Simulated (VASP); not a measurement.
# W (Im-3m) in VASP: notebook

W is run at these levels: PBE; tasks: single point, relaxation of cell and atoms.

Program: VASP 6.6.1. These are calculated values, not measurements. Logs are shortened: lines on timing, memory, paths and dates and some standing lists are left out, and cuts for length are marked.

### 1 The cell of the first run

The structure is cubic, space group Im-3m (No. 229). The conventional cell has a = 3.054 Å, b = 3.054 Å, c = 3.054 Å, α = 90.00°, β = 90.00°, γ = 90.00°. W (site symmetry m-3m) has 14 W at 2.64 to 3.05 Å within 3.5 Å.

### 2 Single point, PBE

Input file INCAR:

```
  ALGO = Normal
  EDIFF = 1E-7
  ENCUT = 520
  GGA = PE
  ISIF = 2
  ISMEAR = -1
  LASPH = True
  LCHARG = True
  LELF = True
  LREAL = False
  LVHAR = True
  LWAVE = False
  NBANDS = 13
  NELM = 60
  PREC = Accurate
  SIGMA = 0.08
```

Input file KPOINTS:

```
k-points
0
Gamma
  18 18 18
```

Input file POSCAR:

```
W
1.0
   -1.5270753167      1.5270753167      1.5270753167
    1.5270753167     -1.5270753167      1.5270753167
    1.5270753167      1.5270753167     -1.5270753167
W
1
Direct
    0.0000000000      0.0000000000      0.0000000000
```

Potentials or basis: VASP PAW PBE potentials, release 64 (W_sv).

On the command line:

```bash
> cat potpaw_PBE.64/W_sv/POTCAR > POTCAR
> mpirun -np 1 vasp_std > vasp.out
```

OUTCAR:

```text
EDIFF = 1E-7
   ENCUT = 520
   GGA = PE
   ISIF = 2
   ISMEAR = -1
   LASPH = True
   LREAL = False
   NELM = 60
   PREC = Accurate

 ion  position               nearest neighbor table
   1  0.000  0.000  0.000-

  LATTYP: Found a body centered cubic cell.
 ALAT       =     3.0541506334

  Lattice vectors:

 A1 = (  -1.5270753167,   1.5270753167,   1.5270753167)
 A2 = (   1.5270753167,  -1.5270753167,   1.5270753167)
 A3 = (   1.5270753167,   1.5270753167,  -1.5270753167)

Analysis of symmetry for initial positions (statically):
=====================================================================
 Subroutine PRICEL returns:
 Original cell was already a primitive cell.

 Routine SETGRP: Setting up the symmetry group for a
 body centered cubic supercell.

 Subroutine GETGRP returns: Found 48 space group operations
 (whereof 48 operations were pure point group operations)
 out of a pool of 48 trial point group operations.

The static configuration has the point symmetry O_h .

Analysis of symmetry for dynamics (positions and initial velocities):
=====================================================================
 Subroutine PRICEL returns:
 Original cell was already a primitive cell.

 Routine SETGRP: Setting up the symmetry group for a
 body centered cubic supercell.

 Subroutine GETGRP returns: Found 48 space group operations
 (whereof 48 operations were pure point group operations)
 out of a pool of 48 trial point group operations.

The dynamic configuration has the point symmetry O_h .

 Subroutine INISYM returns: Found 48 space group operations
 (whereof 48 operations are pure point group operations),
 and found     1 'primitive' translations

----------------------------------------------------------------------------------------

                                     Primitive cell

  volume of cell :      14.2443

  direct lattice vectors                    reciprocal lattice vectors
    -1.527075317  1.527075317  1.527075317     0.000000000  0.327423274  0.327423274
     1.527075317 -1.527075317  1.527075317     0.327423274  0.000000000  0.327423274
     1.527075317  1.527075317 -1.527075317     0.327423274  0.327423274  0.000000000

  length of vectors
     2.644972036  2.644972036  2.644972036     0.463046435  0.463046435  0.463046435

  position of ions in fractional coordinates (direct lattice)
     0.000000000  0.000000000  0.000000000

  ion indices of the primitive-cell ions
   primitive index   ion index
                 1           1

----------------------------------------------------------------------------------------

 KPOINTS: k-points

Automatic generation of k-mesh.
 Grid dimensions read from file:
 generate k-points for:   18   18   18

 Generating k-lattice:

  Cartesian coordinates                     Fractional coordinates (reciprocal lattice)
     0.000000000  0.018190182  0.018190182     0.055555556  0.000000000  0.000000000
     0.018190182  0.000000000  0.018190182     0.000000000  0.055555556  0.000000000
     0.018190182  0.018190182  0.000000000     0.000000000  0.000000000  0.055555556

  Length of vectors
     0.025724802  0.025724802  0.025724802

  Shift w.r.t. Gamma in fractional coordinates (k-lattice)
     0.000000000  0.000000000  0.000000000

 Subroutine IBZKPT returns following result:
 ===========================================

 Found    195 irreducible k-points:

 Following reciprocal coordinates:
            Coordinates               Weight
  0.000000  0.000000  0.000000      1.000000
  0.055556  0.000000  0.000000     12.000000
  0.111111  0.000000  0.000000     12.000000
  0.166667  0.000000  0.000000     12.000000
  0.222222  0.000000  0.000000     12.000000
  0.277778  0.000000  0.000000     12.000000
[... 16 lines left out ...]
  0.333333  0.111111  0.000000     48.000000
  0.388889  0.111111 -0.000000     48.000000
 [... further k-points ...]
   k-points           NKPTS =    195   k-points in BZ     NKDIM =    195   number of bands    NBANDS=     13
   number of dos      NEDOS =    301   number of ions     NIONS =      1
   total plane-waves  NPLWV =   8000
   dimension x,y,z NGX =    20 NGY =   20 NGZ =   20
   dimension x,y,z NGXF=    40 NGYF=   40 NGZF=   40
   ions per type =               1
   NGX,Y,Z   is equivalent  to a cutoff of  12.57, 12.57, 12.57 a.u.
   NGXF,Y,Z  is equivalent  to a cutoff of  25.14, 25.14, 25.14 a.u.
 SYSTEM =  unknown system
   PREC   = accura    normal or accurate (medium, high low for compatibility)
   ISTART =      0    job   : 0-new  1-cont  2-samecut
   ICHARG =      2    charge: 1-file 2-atom 10-const
   ISPIN  =      1    spin polarized calculation?
   LNONCOLLINEAR =      F non collinear calculations
   LSORBIT =      F    spin-orbit coupling
   LASPH  =      T    aspherical Exc in radial PAW
   ENCUT  =  520.0 eV  38.22 Ry    6.18 a.u.   4.92  4.92  4.92*2*pi/ulx,y,z
   NELM   =     60;   NELMIN=  2; NELMDL= -5     # of ELM steps
   EDIFF  = 0.1E-06   stopping-criterion for ELM
   LREAL  =      F    real-space projection
   EDIFFG = 0.1E-05   stopping-criterion for IOM
   NSW    =      0    number of steps for IOM
   IBRION =     -1    ionic relax: 0-MD 1-quasi-New 2-CG
   NFREE  =      0    steps in history (QN), initial steepest desc. (CG)
   ISIF   =      2    stress and relaxation
   ISYM   =      2    0-nonsym 1-usesym 2-fastsym
   POTIM  = 0.5000    time-step for ionic-motion
   TEBEG  =    0.0;   TEEND  =   0.0 temperature during run
   PSTRESS=    0.0 pullay stress
   NELECT =      14.0000    total number of electrons
   NUPDOWN=      -1.0000    fix difference up-down
   EMIN   =  10.00;   EMAX   =-10.00  energy-range for DOS
   EFERMI =   0.00;   METHOD = LEGACY
   ISMEAR =    -1;   SIGMA  =   0.08  broadening in eV -4-tet -1-fermi 0-gaus
   EFERMI_NEDOS =   21; number of points for ismear=-14 and -15
   IALGO  =     38    algorithm
   IMIX   =      4    mixing-type and parameters
     AMIX     =   0.40;   BMIX     =  1.00
     AMIX_MAG =   1.60;   BMIX_MAG =  1.00
  volume/ion in A,a.u.               =      14.24        96.13
  Fermi-wavevector in a.u.,A,eV,Ry     =   1.627685  3.075879 36.046715  2.649359
  Thomas-Fermi vector in A             =   2.720440
   LORBIT       =      0    0 simple, 1 ext, 2 COOP (PROOUT), +10 PAW based schemes
   GGA     = PE    functional components
   LHFCALC =     F    Hartree Fock is set to
   AEXX    =    0.0000 exact exchange contribution
   IVDW    =     0    specifies the selected vdW correction
   LEPSILON=     F    determine dielectric tensor
   LRPA    =     F    only Hartree local field effects (RPA)
 non-spin polarized calculation
  energy-cutoff  :      520.00
  volume of cell :       14.24
 maximum number of plane-waves:       395
   NGX =  9   NGY =  9   NGZ =  9

 number of electron      13.9999997 magnetization

 Free energy of the ion-electron system (eV)
  ---------------------------------------------------
  ext. energy  EPLUGINS =         0.00000000
  ---------------------------------------------------
  free energy    TOTEN  =       -12.68472456 eV

  energy without entropy =      -12.67248582  energy(sigma->0) =      -12.67860519

 E-fermi :  13.0646     XC(G=0): -14.2571

 val. band max:       13.0532320350   @ k =   0.4444   0.1111   0.0000
 cond. band min:      13.0654240687   @ k =  -0.1667   0.1667   0.1111
 fundamental gap:      0.0121920337
 Fermi energy:        13.0646235768

 k-point     1 :       0.0000    0.0000    0.0000
  band No.  band energies     occupation
      1     -61.0060      2.00000
      2     -24.3727      2.00000
      3     -24.3727      2.00000
      4     -24.3727      2.00000
      5       2.8458      2.00000
      6      11.6309      2.00000
      7      11.6309      2.00000
      8      11.6309      2.00000
      9      15.5731      0.00000
     10      15.5731      0.00000
     11      27.8022      0.00000
     12      27.8022      0.00000
     13      27.8022      0.00000

 k-point     2 :       0.0556    0.0000    0.0000
  band No.  band energies     occupation
      1     -60.9996      2.00000
      2     -24.4336      2.00000
      3     -24.3911      2.00000
      4     -24.3732      2.00000
      5       3.0177      2.00000
      6      11.5225      2.00000
      7      11.6065      2.00000
      8      11.7977      2.00000
      9      15.3893      0.00000
     10      15.5717      0.00000
     11      27.9574      0.00000
     12      28.0903      0.00000
     13      28.2614      0.00000

 k-point     3 :       0.1111    0.0000    0.0000
  band No.  band energies     occupation
      1     -60.9812      2.00000
      2     -24.6064      2.00000
      3     -24.4437      2.00000
      4     -24.3745      2.00000
      5       3.5103      2.00000
      6      11.2243      2.00000
      7      11.5015      2.00000
      8      12.2923      1.99987
      9      15.0072      0.00000
     10      15.5774      0.00000
     11      28.3593      0.00000
     12      28.9256      0.00000
     13      29.4457      0.00000
[... 305 lines left out ...]
 k-point    23 :       0.3333    0.1111    0.0000
  band No.  band energies     occupation
      1     -60.8091      2.00000
      2     -25.9582      2.00000
      3     -24.9464      2.00000
      4     -24.4667      2.00000
      5       6.6478      2.00000
      6       9.2842      2.00000
      7      11.8225      2.00000
      8      15.2717      0.00000
      9      16.6709      0.00000
     10      19.2892      0.00000
     11      26.1976      0.00000
     12      27.5734      0.00000
     13      32.6867      0.00000

 k-point    24 :       0.3889    0.1111   -0.0000
  band No.  band energies     occupation
      1     -60.7913      2.00000
      2     -26.0810      2.00000
      3     -25.0065      2.00000
      4     -24.4694      2.00000
      5       6.5690      2.00000
      6       9.1248      2.00000
      7      12.6715      1.98543
      8      15.3811      0.00000
      9      16.9606      0.00000
     10      20.5055      0.00000
     11      25.4731      0.00000
     12      26.3366      0.00000
     13      31.5861      0.00000

 [... further k-points ...]

------------------------ aborting loop because EDIFF is reached ----------------------------------------

  FORCE on cell =-STRESS in cart. coord.  units (eV):
  Direction    XX          YY          ZZ          XY          YZ          ZX
  --------------------------------------------------------------------------------------
  -------------------------------------------------------------------------------------
  Total        4.4684423      4.4684423      4.4684423      0.0000000      0.0000000      0.0000000
  in kB      502.6033474    502.6033474    502.6033474      0.0000000      0.0000000      0.0000000
  external PRESSURE =     502.6033474 kB  Pullay stress =       0.0000000 kB

 VOLUME and BASIS-vectors are now :
 -----------------------------------------------------------------------------
  energy-cutoff  :      520.00
  volume of cell :       14.24
      direct lattice vectors                 reciprocal lattice vectors
    -1.527075317  1.527075317  1.527075317     0.000000000  0.327423274  0.327423274
     1.527075317 -1.527075317  1.527075317     0.327423274  0.000000000  0.327423274
     1.527075317  1.527075317 -1.527075317     0.327423274  0.327423274  0.000000000

 POSITION                                       TOTAL-FORCE (eV/Angst)
 -----------------------------------------------------------------------------------
      0.00000      0.00000      0.00000        -0.000000      0.000000     -0.000000
 -----------------------------------------------------------------------------------
    total drift:                                0.000000     -0.000000      0.000000

  FREE ENERGIE OF THE ION-ELECTRON SYSTEM (eV)
  ---------------------------------------------------
  free  energy   TOTEN  =       -12.6847245605 eV

  energy  without entropy=      -12.6724858193  energy(sigma->0) =      -12.67860519
```

It took 12 s on 1 thread of Intel Xeon 6975P-C (Granite Rapids), shared host; peak memory 0.15 GiB.

What came out:

```
Free energy            : -12.6847 eV
Pressure               : 50.3 GPa
Band gap on the k mesh : zero (band 7 reaches 19.05 eV, above the bottom of band 8 at 11.63 eV)
```

Caveat: spin-orbit coupling is left out, which moves the levels of the heavy elements.

(Continued in part 2 of 2.)
